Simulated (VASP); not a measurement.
# MoS2 (P-3m1) in VASP: settings compared, part 2 of 2

VASP 6.6.1.

### 4 Single point, RPBE

This run uses another cell than the first one, of 17.84 Å³/atom, 0.940 times its volume.

Input file INCAR:

```
PREC     = Accurate       # precision mode
ENCUT    = 520            # plane-wave cutoff, eV
EDIFF    = 1E-6           # SCF threshold, eV
ISMEAR   = -1             # smearing method
SIGMA    = 0.05           # smearing width, eV
LREAL    = F              # projectors in reciprocal space
LASPH    = T              # aspherical terms in the spheres
NELM     = 80             # most SCF steps
ALGO     = Normal         # electronic algorithm
ISIF     = 2              # what is computed and relaxed
LWAVE    = F              # write WAVECAR
LCHARG   = T              # write CHGCAR
GGA      = RP             # functional
LELF     = T              # ELF
LVHAR    = T            
NBANDS   = 20             # bands
```

Input file KPOINTS:

```
regular mesh
0
Gamma
  9 9 4
```

Input file POSCAR:

```
MoS2
1.0
    3.1615794509      0.0000000000      0.0000000000
   -1.5807897255      2.7380081205      0.0000000000
    0.0000000000      0.0000000000      6.1836112739
Mo S
1 2
Direct
    0.0000000000      0.0000000000      0.5000000000
    0.6666666667      0.3333333333      0.7446806800
    0.3333333333      0.6666666667      0.2553193200
```

Potentials or basis: VASP PAW PBE potentials, release 64 (Mo_sv, S).

Run with:

```
> cat potpaw_PBE.64/Mo_sv/POTCAR potpaw_PBE.64/S/POTCAR > POTCAR
> mpirun -np 1 vasp_std > vasp.out
```

OUTCAR:

```text
PREC = Accurate
   ENCUT = 520
   EDIFF = 1E-6
   ISMEAR = -1
   LREAL = F
   LASPH = T
   NELM = 80
   ISIF = 2
   GGA = RP

 ion  position               nearest neighbor table
   1  0.000  0.000  0.500-   2 2.37   3 2.37   3 2.37   2 2.37   2 2.37   3 2.37
   2  0.667  0.333  0.745-   1 2.37   1 2.37   1 2.37
   3  0.333  0.667  0.255-   1 2.37   1 2.37   1 2.37

  LATTYP: Found a hexagonal cell.
 ALAT       =     3.1615794509
 C/A-ratio  =     1.9558614199

  Lattice vectors:

 A1 = (   3.1615794509,   0.0000000000,   0.0000000000)
 A2 = (  -1.5807897255,   2.7380081205,   0.0000000000)
 A3 = (   0.0000000000,   0.0000000000,   6.1836112739)

Analysis of symmetry for initial positions (statically):
=====================================================================
 Subroutine PRICEL returns:
 Original cell was already a primitive cell.

 Routine SETGRP: Setting up the symmetry group for a
 hexagonal supercell.

 Subroutine GETGRP returns: Found 12 space group operations
 (whereof 12 operations were pure point group operations)
 out of a pool of 24 trial point group operations.

The static configuration has the point symmetry D_3d.

Analysis of symmetry for dynamics (positions and initial velocities):
=====================================================================
 Subroutine PRICEL returns:
 Original cell was already a primitive cell.

 Routine SETGRP: Setting up the symmetry group for a
 hexagonal supercell.

 Subroutine GETGRP returns: Found 12 space group operations
 (whereof 12 operations were pure point group operations)
 out of a pool of 24 trial point group operations.

The dynamic configuration has the point symmetry D_3d.

 Subroutine INISYM returns: Found 12 space group operations
 (whereof 12 operations are pure point group operations),
 and found     1 'primitive' translations

[... 103 lines left out ...]
   ISYM   =      2    0-nonsym 1-usesym 2-fastsym
   POTIM  = 0.5000    time-step for ionic-motion
   TEBEG  =    0.0;   TEEND  =   0.0 temperature during run
   PSTRESS=    0.0 pullay stress
   NELECT =      26.0000    total number of electrons
   NUPDOWN=      -1.0000    fix difference up-down
   EMIN   =  10.00;   EMAX   =-10.00  energy-range for DOS
   EFERMI =   0.00;   METHOD = LEGACY
   ISMEAR =    -1;   SIGMA  =   0.05  broadening in eV -4-tet -1-fermi 0-gaus
   EFERMI_NEDOS =   21; number of points for ismear=-14 and -15
   IALGO  =     38    algorithm
   IMIX   =      4    mixing-type and parameters
     AMIX     =   0.40;   BMIX     =  1.00
     AMIX_MAG =   1.60;   BMIX_MAG =  1.00
  volume/ion in A,a.u.               =      17.84       120.41
  Fermi-wavevector in a.u.,A,eV,Ry     =   1.286883  2.431856 22.532159  1.656067
  Thomas-Fermi vector in A             =   2.418930
   LORBIT       =      0    0 simple, 1 ext, 2 COOP (PROOUT), +10 PAW based schemes
   GGA     = RP    functional components
   LHFCALC =     F    Hartree Fock is set to
   AEXX    =    0.0000 exact exchange contribution
   IVDW    =     0    specifies the selected vdW correction
   LEPSILON=     F    determine dielectric tensor
   LRPA    =     F    only Hartree local field effects (RPA)
 non-spin polarized calculation
  energy-cutoff  :      520.00
  volume of cell :       53.53
 maximum number of plane-waves:      1458
   NGX = 11   NGY = 11   NGZ = 23

 number of electron      25.9999998 magnetization

 Free energy of the ion-electron system (eV)
  ---------------------------------------------------
  ext. energy  EPLUGINS =         0.00000000
  ---------------------------------------------------
  free energy    TOTEN  =       -19.57814197 eV

  energy without entropy =      -19.57034552  energy(sigma->0) =      -19.57424375

 E-fermi :   7.8076     XC(G=0): -10.5890

 val. band max:        7.7999931341   @ k =   0.3333   0.2222   0.0000
 cond. band min:       7.8234811395   @ k =   0.1111   0.0000   0.0000
 fundamental gap:      0.0234880054
 Fermi energy:         7.8075815361

 k-point     1 :       0.0000    0.0000    0.0000
  band No.  band energies     occupation
      1     -53.9696      2.00000
      2     -28.0530      2.00000
      3     -27.9709      2.00000
      4     -27.9709      2.00000
      5      -7.4400      2.00000
      6      -5.8190      2.00000
[... 541 lines left out ...]
     19      16.2683      0.00000
     20      16.4892      0.00000

 [... further k-points ...]
[... 5 lines left out ...]
  --------------------------------------------------------------------------------------
  -------------------------------------------------------------------------------------
  Total        3.8927622      3.8927622      5.2740903     -0.0000000      0.0000000      0.0000000
  in kB      116.5165035    116.5165035    157.8618286     -0.0000000      0.0000000      0.0000000
  external PRESSURE =     130.2982785 kB  Pullay stress =       0.0000000 kB

 VOLUME and BASIS-vectors are now :
 -----------------------------------------------------------------------------
  energy-cutoff  :      520.00
  volume of cell :       53.53
      direct lattice vectors                 reciprocal lattice vectors
     3.161579451  0.000000000  0.000000000     0.316297602  0.182614506  0.000000000
    -1.580789726  2.738008120  0.000000000     0.000000000  0.365229012  0.000000000
     0.000000000  0.000000000  6.183611274     0.000000000  0.000000000  0.161717798

 POSITION                                       TOTAL-FORCE (eV/Angst)
 -----------------------------------------------------------------------------------
      0.00000      0.00000      3.09181        -0.000000      0.000000      0.000000
      1.58079      0.91267      4.60482        -0.000000      0.000000      1.414075
     -0.00000      1.82534      1.57880         0.000000     -0.000000     -1.414075
 -----------------------------------------------------------------------------------
    total drift:                                0.000000     -0.000000      0.000000

  FREE ENERGIE OF THE ION-ELECTRON SYSTEM (eV)
  ---------------------------------------------------
  free  energy   TOTEN  =       -19.5781419709 eV

  energy  without entropy=      -19.5703455224  energy(sigma->0) =      -19.57424375
```

OSZICAR:

```text
N       E                     dE             d eps       ncg     rms          rms(c)
DAV:   1     0.196910841902E+03    0.19691E+03   -0.15041E+04  1824   0.123E+03
DAV:   2    -0.136036099577E+02   -0.21051E+03   -0.20551E+03  2104   0.320E+02
DAV:   3    -0.209199399107E+02   -0.73163E+01   -0.72396E+01  2136   0.566E+01
DAV:   4    -0.210075763726E+02   -0.87636E-01   -0.87563E-01  2100   0.646E+00
DAV:   5    -0.210089052172E+02   -0.13288E-02   -0.13286E-02  2176   0.788E-01    0.261E+01
DAV:   6    -0.199843746792E+02    0.10245E+01   -0.12492E+01  1816   0.200E+01    0.104E+01
DAV:   7    -0.197138213862E+02    0.27055E+00   -0.51616E+00  1780   0.122E+01    0.691E+00
DAV:   8    -0.195749746557E+02    0.13885E+00   -0.81512E-01  1900   0.509E+00    0.195E+00
DAV:   9    -0.195790655980E+02   -0.40909E-02   -0.27639E-02  2008   0.108E+00    0.709E-01
DAV:  10    -0.195780704576E+02    0.99514E-03   -0.12064E-02  1936   0.683E-01    0.102E-01
DAV:  11    -0.195781066917E+02   -0.36234E-04   -0.85639E-04  2044   0.202E-01    0.685E-02
DAV:  12    -0.195780977926E+02    0.88990E-05   -0.67128E-05  1972   0.478E-02    0.218E-02
DAV:  13    -0.195781394683E+02   -0.41676E-04   -0.68750E-05  1840   0.470E-02    0.151E-02
DAV:  14    -0.195781414986E+02   -0.20303E-05   -0.36139E-06  2172   0.112E-02    0.410E-03
DAV:  15    -0.195781419709E+02   -0.47232E-06   -0.88866E-07  1596   0.559E-03
   1 F= -.19578142E+02 E0= -.19574244E+02  d E =-.779645E-02
```

stdout:

```text
POSCAR found type information on POSCAR MoS
 POSCAR found :  2 types and       3 ions
 scaLAPACK will be used
 -----------------------------------------------------------------------------
|                                                                             |
|                                                                             |
|     You enforced a specific xc type in the INCAR file but a different       |
|     I HOPE YOU KNOW WHAT YOU ARE DOING!                                     |
|                                                                             |
 -----------------------------------------------------------------------------

 LDA part: xc-table for (Slater+PW92), standard interpolation
 POSCAR, INCAR and KPOINTS ok, starting setup
 FFT: planning ... GRIDC
 FFT: planning ... GRID_SOFT
 FFT: planning ... GRID
 WAVECAR not read
 entering main loop
```

Run time: 35 s. Hardware: 1 thread of Intel Xeon 8259CL, shared host; peak memory 0.19 GiB.

What came out:

| Item | Value |
| --- | --- |
| Free energy | -19.5781 eV |
| Pressure | 13.0 GPa |
| Largest force | 1.414 eV/Å |
| Band gap on the k mesh | zero (band 13 reaches 8.49 eV, above the bottom of band 14 at 7.44 eV) |

Forces on the atoms (eV/Å):
```
Mo   0.000  0.000  0.000
S    0.000  0.000  1.414
S    0.000  0.000 -1.414
```

Levels at points of the mesh, in eV from the Fermi level:
| k point | band 11 | band 12 | band 13 | band 14 | band 15 | band 16 |
| --- | --- | --- | --- | --- | --- | --- |
| (0.00, 0.00, 0.00) | -1.19 | -1.06 | -1.06 | -0.30 | -0.30 | 3.43 |
| (0.00, 0.00, 0.50) | -1.06 | -1.06 | -0.37 | -0.37 | -0.05 | 3.62 |

Caveat: the PAW data sets were made with another functional, which shifts forces and pressure a little; this functional lacks dispersion, which binds the layers, so the pressure and a relaxed spacing across them are unreliable.

### 5 Summary

```csv
task,level,cell,k mesh,cutoff (eV),gap on the mesh (eV),pressure (GPa),largest force (eV/Å)
relaxation of cell and atoms,PBE,"relaxed from a = 3.227, b = 3.227, c = 6.312 Å, angles 90.0, 90.0, 120.0°, 3 atoms",9 × 9 × 4,600,none,0.0,-
single point,PBE,"a = 3.227, b = 3.227, c = 6.312 Å, angles 90.0, 90.0, 120.0°, 3 atoms",5 × 5 × 3,520,none,0.9,0.18
single point,RPBE,"a = 3.162, b = 3.162, c = 6.184 Å, angles 90.0, 90.0, 120.0°, 3 atoms",9 × 9 × 4,520,none,13.0,1.41
```

Alike in all rows: potentials or basis VASP PAW PBE potentials, release 64 (Mo_sv, S); no spin polarisation; smearing fermi-dirac 0.05 eV.

Caveats: some runs use coarse meshes; this functional lacks dispersion, which binds the layers, so the pressure and a relaxed spacing across them are unreliable; the PAW data sets were made with another functional, which shifts forces and pressure a little (some runs).

Total energies depend on the potentials used, so only differences within one code and one set of settings carry meaning.
